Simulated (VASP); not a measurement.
Wanted: the native input for a VASP 6.6.1 run.

```
Task                   : single point
Functional             : PBE
Potentials or basis    : VASP PAW PBE potentials, release 64 (Si, C)
Cutoff                 : 520 eV
k mesh                 : 18 × 18 × 4
Occupations            : gaussian, width 0.1 eV
Spin                   : no spin polarisation
Dipole correction      : no
Further INCAR settings : ALGO = Normal; EDIFF = 1e-07; NBANDS = 18
```

The structure of Si3C2 lies in POSCAR:

```
Si3C2
1.0
    2.7706513515      0.0000000000      0.0000000000
   -1.3853256757      2.3994544554      0.0000000000
    0.0000000000      0.0000000000      9.9951383270
Si C
3 2
Direct
    0.0000000000      0.0000000000      0.7559227511
    0.0000000000      0.0000000000      0.2440772489
    0.0000000000      0.0000000000      0.5000000000
    0.0000000000      0.0000000000      0.9377394102
    0.0000000000      0.0000000000      0.0622605898
```

The input as run:

INCAR

```
SYSTEM = Si3C2
PREC = Accurate
ENCUT = 520
EDIFF = 1E-7
ISMEAR = 0
SIGMA = 0.1
LREAL = .FALSE.
LASPH = .TRUE.
NELM = 60
ALGO = Normal
ISIF = 2
LWAVE = .FALSE.
LCHARG = .FALSE.
GGA = PE
NBANDS = 18
```

KPOINTS

```
Automatic mesh
0
G
  18 18 4
  0 0 0
```

Potentials or basis: VASP PAW PBE potentials, release 64 (Si, C).

Run with:

```bash
$ cat potpaw_PBE.64/Si/POTCAR potpaw_PBE.64/C/POTCAR > POTCAR
$ mpirun -np 1 vasp_std > vasp.out
```

It gave:

The pressure is 0.0 GPa, the largest force is 0.097 eV/Å and the band gap on the k mesh is zero (bands 10 and 11 overlap by 6.81 eV).

It took 4.5 min on 1 thread of Intel Xeon 8259CL, on a shared host, peak memory 0.26 GiB.
